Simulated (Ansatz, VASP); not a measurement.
## Two plane-wave programs on Re

Contents of INCAR:

```
ALGO     = Normal         # electronic algorithm
EDIFF    = 1E-6           # SCF threshold, eV
ENCUT    = 520            # plane-wave cutoff, eV
GGA      = RP             # functional
ISIF     = 2              # what is computed and relaxed
ISMEAR   = -1             # smearing method
LASPH    = T              # aspherical terms in the spheres
LCHARG   = T              # write CHGCAR
LELF     = T              # ELF
LREAL    = F              # projectors in reciprocal space
LVHAR    = T            
LWAVE    = F              # write WAVECAR
NBANDS   = 14             # bands
NELM     = 100            # most SCF steps
PREC     = Accurate       # precision mode
SIGMA    = 0.1            # smearing width, eV
```

The input KPOINTS:

```
k-points
0
Gamma
  11 11 11
```

File POSCAR:

```
Re
1.0
    0.0000000000      2.8388677614      2.8388677614
    2.8388677614      0.0000000000      2.8388677614
    2.8388677614      2.8388677614      0.0000000000
Re
2
Direct
    0.1250000000      0.1250000000      0.1250000000
    0.8750000000      0.8750000000      0.8750000000
```

Input for Ansatz:

```yaml
crystal:
  lattice:
    - [0.0, 2.8388677614, 2.8388677614]
    - [2.8388677614, 0.0, 2.8388677614]
    - [2.8388677614, 2.8388677614, 0.0]
  atoms:
    - { symbol: Re, position: [0.125, 0.125, 0.125] }
    - { symbol: Re, position: [0.875, 0.875, 0.875] }
hamiltonian:
  xc: rpbe
  pseudopotentials:
    kind: paw
    azcp:
      Re: "pseudopotentials/Re.paw.azcp"
basis:
  ecutwfc: 420
  fft_grid_basis: typed
kpoints:
  mp_grid: { grid: [11, 11, 11], shift: [0, 0, 0] }
magnetization:
  spin_polarized: false
scf:
  occupations: { method: fermi_dirac, width: 0.1 }
  lower_state_search: "off"
output:
  stress: true
```

Alike in both runs: task single point; functional RPBE; k mesh 11 × 11 × 11; occupations fermi-dirac, width 0.1 eV; no spin polarisation.

|  | VASP | Ansatz |
| --- | --- | --- |
| version | VASP 6.6.1 | Ansatz 0.2.0 |
| potentials or method | VASP PAW PBE potentials, release 64 (Re), cutoff 520 eV | plane waves (420 eV) with PAW, scalar-relativistic |
| valence electrons in the cell | 14 | 30 |

Ansatz gave:

* pressure (GPa): 0.0

**Question.** Estimate VASP's values.

**Answer.** Pressure (GPa): -1.6.

VASP's potentials were made for PBE, not for RPBE. The functional is the same, so the differences come from potentials, cutoffs and numerics. VASP's potentials hold 14 valence electrons a cell and Ansatz's 30, so a difference there can come from the potentials and not from the codes.

Spin-orbit coupling is off throughout.
